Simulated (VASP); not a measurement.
NaF, 2 atoms in the cell. The structure is cubic, space group F-43m (No. 216). Conventional cell: a = 5.063 Å, b = 5.063 Å, c = 5.063 Å, α = 90.00°, β = 90.00°, γ = 90.00°. Na (site symmetry -43m) has 4 F at 2.19 Å within 2.9 Å. F (site symmetry -43m) has 4 Na at 2.19 Å within 2.9 Å. 

* Program: VASP 6.6.1
* Task: single point
* Functional: PBE
* Potentials or basis: VASP PAW PBE potentials, release 64 (Na_pv, F)
* Cutoff: 600 eV
* k mesh: 6 × 6 × 6
* Occupations: gaussian, width 0.01 eV
* Spin: no spin polarisation
* Dipole correction: no
* Further INCAR settings: ALGO = Normal; EDIFF = 1e-06; NBANDS = 14

Potentials or basis: VASP PAW PBE potentials, release 64 (Na_pv, F).

The run is started by

```console
$ cat potpaw_PBE.64/Na_pv/POTCAR potpaw_PBE.64/F/POTCAR > POTCAR
$ mpirun -np 1 vasp_std > vasp.out
```

Hardware: 1 thread of AMD EPYC 9R45 96-Core Processor (Zen 5), with other jobs on the host.

Question: Estimate the wall time of this run.

Answer: Run time: 7.9 s on 1 thread of AMD EPYC 9R45 96-Core Processor (Zen 5) (shared host), peak memory 0.13 GiB. Counts: scf iterations 13, k points 16.
